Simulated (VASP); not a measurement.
AlNi, 2 atoms in the cell. It takes space group P4/mmm (No. 123, tetragonal). Conventional cell: a = 2.939 Å, b = 2.939 Å, c = 2.881 Å, α = 90.00°, β = 90.00°, γ = 90.00°. Within 3.3 Å of Al (site symmetry 4/mmm) lie 8 Ni at 2.53 Å and 6 Al at 2.88 to 2.94 Å. Ni (site symmetry 4/mmm) has 8 Al at 2.53 Å and 6 Ni at 2.88 to 2.94 Å within 3.3 Å. 

* Program: VASP 6.6.1
* Task: single point
* Functional: PBE
* Potentials or basis: VASP PAW PBE potentials, release 64 (Al, Ni)
* Cutoff: 520 eV
* k mesh: 12 × 12 × 12
* Occupations: fermi-dirac, width 0.15 eV
* Spin: collinear spin, ferromagnetic start
* Starting moments: [0.0, 1.0] μB
* Dipole correction: no
* Further INCAR settings: ALGO = Normal; EDIFF = 1e-07; NBANDS = 18

Potentials or basis: VASP PAW PBE potentials, release 64 (Al, Ni).

The run is started by

```bash
$ cat potpaw_PBE.64/Al/POTCAR potpaw_PBE.64/Ni/POTCAR > POTCAR
$ mpirun -np 1 vasp_std > vasp.out
```

Hardware: 1 thread of Intel(R) Xeon(R) 6975P-C (Granite Rapids), with other jobs on the host.

**Question.** How long does it take, and how much memory?

**Answer.** Wall time 61 s on 1 thread of Intel(R) Xeon(R) 6975P-C (Granite Rapids), with other jobs on the host, peak memory 0.24 GiB. Counts: scf iterations 15, k points 196.
